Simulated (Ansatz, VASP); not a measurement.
**Two plane-wave programs on TlHS**

INCAR

```
SYSTEM = TlHS
PREC = Accurate
ENCUT = 520
EDIFF = 1E-7
ISMEAR = 0
SIGMA = 0.01
LREAL = .FALSE.
LASPH = .TRUE.
NELM = 150
ALGO = Normal
ISIF = 2
LWAVE = .FALSE.
LCHARG = .TRUE.
LNONCOLLINEAR = .TRUE.
MAGMOM = 0 0 0 0 0 0 0 0 0
LORBIT = 11
LSORBIT = .TRUE.
GGA_COMPAT = .FALSE.
LORBMOM = .TRUE.
GGA = PE
LVHAR = .TRUE.
NBANDS = 33
```

The input KPOINTS:

```
regular mesh
0
G
  1 1 1
  0 0 0
```

Contents of POSCAR:

```
TlHS
1.0
   10.3600000000      0.0000000000      0.0000000000
    0.0000000000      9.0000000000      0.0000000000
    0.0000000000      0.0000000000     11.7200000000
Tl S H
1 1 1
Direct
    0.4525000000      0.5000000000      0.3839590400
    0.4343629300      0.5000000000      0.6077628000
    0.5658957500      0.5000000000      0.6163003400
```

Input for Ansatz:

```yaml
crystal:
  lattice:
    - [10.36, 0.0, 0.0]
    - [0.0, 9.0, 0.0]
    - [0.0, 0.0, 11.72]
  atoms:
    - { symbol: Tl, position: [0.4525, 0.5, 0.38395904] }
    - { symbol: S, position: [0.43436293, 0.5, 0.6077628] }
    - { symbol: H, position: [0.56589575, 0.5, 0.61630034] }
basis:
  ecutwfc: 420
  ecutrho_ratio: 4
kpoints:
  mp_grid: { grid: [1, 1, 1] }
hamiltonian:
  xc: pbe
scf:
  occupations: { method: gaussian, width: 0.01 }
output:
  forces: true
  eigenvalues: true
  populations: true
  write_density: true
  write_potential: true
  elf: true
  volumetric_format: npy
magnetization:
  noncollinear: true
  spin_orbit: true
```

Alike in both runs: task single point; functional PBE; k mesh 1 × 1 × 1; occupations gaussian, width 0.01 eV; non-collinear spin, spin-orbit coupling.

|  | VASP | Ansatz |
| --- | --- | --- |
| version | VASP 6.6.1 | Ansatz 0.2.0 |
| potentials or method | VASP PAW PBE potentials, release 64 (Tl_d, S, H), cutoff 520 eV | plane waves, PAW |
| valence electrons in the cell | 20 | 20 |

|  | VASP | Ansatz | Ansatz less VASP |
| --- | --- | --- | --- |
| rms of the force components (eV/Å) | 0.175 | 0.154 | -0.0208 |
| net moment per atom (μB) | 0.00 | 0.00 | 0.000 |

Atom by atom the forces differ by 0.038 eV/Å (rms over components). The functional is the same, so the differences come from potentials, cutoffs and numerics. Ansatz's warnings: xc potential rough in thin density.
